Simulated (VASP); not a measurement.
Runs of VASP 6.6.1 on FeO. The structure is trigonal, space group R-3m (No. 166). Conventional cell: a = 3.035 Å, b = 3.035 Å, c = 7.547 Å, α = 90.00°, β = 90.00°, γ = 120.00°. Within 2.9 Å of Fe (site symmetry -3m) lie 6 O at 2.16 Å. O (site symmetry -3m) has 6 Fe at 2.16 Å within 2.9 Å. 

| spin | cutoff (eV) | gap on the mesh (eV) | pressure (GPa) | moment (μB) |
| --- | --- | --- | --- | --- |
| collinear, antiferromagnetic start | 520 | none | 0.9 | 0.00 |
| collinear | 520 | none | -0.7 | 8.00 |
| collinear, ferromagnetic start | 520 | none | -0.7 | 8.00 |
| collinear, ferromagnetic start | 600 | none | (a) | 8.00 |

Alike in all rows: task single point; level PBE; potentials or basis VASP PAW PBE potentials, release 64 (Fe, O); cell as given; k mesh 8 × 5 × 7; smearing fermi-dirac 0.03 eV.

Estimate the missing entries.

(a) -0.9.

Caveats: semilocal functionals often make such compounds metallic where correlation or magnetic order opens a gap, which also shifts bond lengths.

A gap of «none» marks levels without a gap at the run's occupations.
